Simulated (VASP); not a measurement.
# InSb (F-43m) in VASP: a series of runs, part 3 of 3

VASP 6.6.1. Earlier steps stand in the parts before.

## (4) Electric field gradients, PBEsol (35.34 Å³/atom)

This run uses another cell than the first one, of 35.34 Å³/atom.

Input file INCAR:

```
PREC     = Accurate       # precision mode
ENCUT    = 520            # plane-wave cutoff, eV
EDIFF    = 1E-8           # SCF threshold, eV
ISMEAR   = -1             # smearing method
SIGMA    = 0.05           # smearing width, eV
LREAL    = False          # projectors in reciprocal space
LASPH    = True           # aspherical terms in the spheres
NELM     = 100            # most SCF steps
ALGO     = Normal         # electronic algorithm
ISIF     = 2              # what is computed and relaxed
LWAVE    = False          # write WAVECAR
LCHARG   = False          # write CHGCAR
GGA      = PS             # functional
LEFG     = True         
NBANDS   = 16             # bands
```

Input file KPOINTS:

```
Automatic mesh
0
Gamma
  9 9 9
```

Input file POSCAR:

```
InSb
1.0
    0.0000000000      3.2817246249      3.2817246249
    3.2817246249      0.0000000000      3.2817246249
    3.2817246249      3.2817246249      0.0000000000
In Sb
1 1
Direct
    0.0000000000      0.0000000000      0.0000000000
    0.7500000000      0.7500000000      0.7500000000
```

Potentials or basis: VASP PAW PBE potentials, release 64 (In_d, Sb).

Command:

```sh
cat potpaw_PBE.64/In_d/POTCAR potpaw_PBE.64/Sb/POTCAR > POTCAR
mpirun -np 1 vasp_std > vasp.out
```

OUTCAR:

```text
PREC = Accurate
   ENCUT = 520
   EDIFF = 1E-8
   ISMEAR = -1
   LREAL = False
   LASPH = True
   NELM = 100
   ISIF = 2
   GGA = PS

 ion  position               nearest neighbor table
   1  0.000  0.000  0.000-   2 2.84   2 2.84   2 2.84   2 2.84
   2  0.750  0.750  0.750-   1 2.84   1 2.84   1 2.84   1 2.84

  LATTYP: Found a face centered cubic cell.
 ALAT       =     6.5634492498

  Lattice vectors:

 A1 = (   0.0000000000,   3.2817246249,   3.2817246249)
 A2 = (   3.2817246249,   0.0000000000,   3.2817246249)
 A3 = (   3.2817246249,   3.2817246249,   0.0000000000)

Analysis of symmetry for initial positions (statically):
=====================================================================
 Subroutine PRICEL returns:
 Original cell was already a primitive cell.

 Routine SETGRP: Setting up the symmetry group for a
 face centered cubic supercell.

 Subroutine GETGRP returns: Found 24 space group operations
 (whereof 24 operations were pure point group operations)
 out of a pool of 48 trial point group operations.

The static configuration has the point symmetry T_d .

Analysis of symmetry for dynamics (positions and initial velocities):
=====================================================================
 Subroutine PRICEL returns:
 Original cell was already a primitive cell.

 Routine SETGRP: Setting up the symmetry group for a
 face centered cubic supercell.

 Subroutine GETGRP returns: Found 24 space group operations
 (whereof 24 operations were pure point group operations)
 out of a pool of 48 trial point group operations.

[... 157 lines left out ...]
      2      -9.9004      2.00000
      3      -9.9004      2.00000
      4      -9.8243      2.00000
      5      -9.8243      2.00000
      6      -5.9467      2.00000
[... 433 lines left out ...]
      3      -9.8629      2.00000
      4      -9.8405      2.00000
      5      -9.8163      2.00000
      6      -4.2084      2.00000
[... 8 lines left out ...]
     15      14.5468      0.00000
     16      14.9457      0.00000

 [... further k-points ...]

------------------------ aborting loop because EDIFF is reached ----------------------------------------

  FORCE on cell =-STRESS in cart. coord.  units (eV):
  Direction    XX          YY          ZZ          XY          YZ          ZX
  --------------------------------------------------------------------------------------
  -------------------------------------------------------------------------------------
  Total       -0.3578176     -0.3578176     -0.3578176      0.0000000      0.0000000     -0.0000000
  in kB       -8.1102809     -8.1102809     -8.1102809      0.0000000      0.0000000     -0.0000000
  external PRESSURE =      -8.1102809 kB  Pullay stress =       0.0000000 kB

 VOLUME and BASIS-vectors are now :
 -----------------------------------------------------------------------------
  energy-cutoff  :      520.00
  volume of cell :       70.69
      direct lattice vectors                 reciprocal lattice vectors
     0.000000000  3.281724625  3.281724625    -0.152358914  0.152358914  0.152358914
     3.281724625  0.000000000  3.281724625     0.152358914 -0.152358914  0.152358914
     3.281724625  3.281724625  0.000000000     0.152358914  0.152358914 -0.152358914

 POSITION                                       TOTAL-FORCE (eV/Angst)
 -----------------------------------------------------------------------------------
      0.00000      0.00000      0.00000        -0.000000     -0.000000     -0.000000
      4.92259      4.92259      4.92259         0.000000      0.000000      0.000000
 -----------------------------------------------------------------------------------
    total drift:                                0.000000      0.000000      0.000000

  FREE ENERGIE OF THE ION-ELECTRON SYSTEM (eV)
  ---------------------------------------------------
  free  energy   TOTEN  =        -7.6952811693 eV

  energy  without entropy=       -7.6948282448  energy(sigma->0) =       -7.69505471

 Electric field gradients (V/A^2)
---------------------------------------------------------------------
 ion       V_xx      V_yy      V_zz      V_xy      V_xz      V_yz
---------------------------------------------------------------------
   1      -0.000    -0.000     0.000     0.002     0.002     0.002
   2       0.000     0.000    -0.000    -0.000    -0.000    -0.000
---------------------------------------------------------------------

 Electric field gradients after diagonalization (V/A^2)
 (convention: |V_zz| > |V_xx| > |V_yy|)
----------------------------------------------------------------------
 ion       V_xx      V_yy      V_zz     asymmetry (V_yy - V_xx)/ V_zz
----------------------------------------------------------------------
   1      -0.002    -0.002     0.004       0.000
   2       0.000     0.000    -0.000       0.000
----------------------------------------------------------------------

           NMR quadrupolar parameters

 Cq : quadrupolar parameter    Cq=e*Q*V_zz/h
 eta: asymmetry parameters     (V_yy - V_xx)/ V_zz
 Q  : nuclear electric quadrupole moment in mb (millibarn)
----------------------------------------------------------------------
 ion       Cq(MHz)       eta       Q (mb)
----------------------------------------------------------------------
   1       0.000       0.000       1.000
   2      -0.000       0.000       1.000
----------------------------------------------------------------------
```

OSZICAR:

```text
N       E                     dE             d eps       ncg     rms          rms(c)
DAV:   1     0.113485959482E+03    0.11349E+03   -0.78933E+03  1120   0.111E+03
DAV:   2    -0.468973037819E+00   -0.11395E+03   -0.11025E+03  1264   0.283E+02
DAV:   3    -0.761940508208E+01   -0.71504E+01   -0.71291E+01  1416   0.718E+01
DAV:   4    -0.782093399333E+01   -0.20153E+00   -0.20146E+00  1448   0.139E+01
DAV:   5    -0.783240582931E+01   -0.11472E-01   -0.11472E-01  1680   0.269E+00    0.381E+00
DAV:   6    -0.771667964583E+01    0.11573E+00   -0.17301E-01  1616   0.663E+00    0.216E+00
DAV:   7    -0.769558555807E+01    0.21094E-01   -0.62580E-02  1568   0.254E+00    0.583E-01
DAV:   8    -0.769485594578E+01    0.72961E-03   -0.71936E-03  1480   0.959E-01    0.236E-01
DAV:   9    -0.769528429117E+01   -0.42835E-03   -0.83836E-04  1360   0.250E-01    0.808E-02
DAV:  10    -0.769526046365E+01    0.23828E-04   -0.44710E-05  1560   0.464E-02    0.345E-02
DAV:  11    -0.769528067653E+01   -0.20213E-04   -0.35720E-05  1304   0.493E-02    0.222E-02
DAV:  12    -0.769528123680E+01   -0.56027E-06   -0.12572E-06  1344   0.818E-03    0.617E-03
DAV:  13    -0.769528128998E+01   -0.53172E-07   -0.68678E-07  1352   0.636E-03    0.377E-03
DAV:  14    -0.769528116872E+01    0.12125E-06   -0.67636E-08  1520   0.173E-03    0.103E-03
DAV:  15    -0.769528116934E+01   -0.61800E-09   -0.94147E-09  1088   0.537E-04
   1 F= -.76952812E+01 E0= -.76950547E+01  d E =-.452925E-03
```

Run time: 62 s. Hardware: 1 thread of Intel Xeon 8259CL, shared host; peak memory 0.22 GiB.

What came out:

- Free energy: -7.6953 eV
- Pressure: -0.8 GPa
- Band gap on the k mesh: zero (filled and empty bands touch)
- Largest electric field gradient by atom: zero within the noise of the run

Caveat: semilocal functionals underestimate gaps, so a narrow gap can read as zero; the PAW data sets were made with another functional, which shifts forces and pressure a little; spin-orbit coupling is left out, which moves the levels of the heavy elements.

## (5) Overview

| cell | gap on the mesh (eV) | pressure (GPa) |
| --- | --- | --- |
| a = 4.550 Å, angles 60.0°, 2 atoms | none | 1.9 |
| a = 4.596 Å, angles 60.0°, 2 atoms | none | 0.4 |
| a = 4.641 Å, angles 60.0°, 2 atoms | none | -0.8 |

Alike in all rows: task electric field gradients; level PBEsol; potentials or basis VASP PAW PBE potentials, release 64 (In_d, Sb); no spin polarisation; k mesh 9 × 9 × 9; cutoff (eV) 520; smearing fermi-dirac 0.05 eV.

Caveats: semilocal functionals underestimate gaps, so a narrow gap can read as zero; the PAW data sets were made with another functional, which shifts forces and pressure a little; spin-orbit coupling is left out, which moves the levels of the heavy elements.

Absolute energies hang on the potentials; compare differences alone.
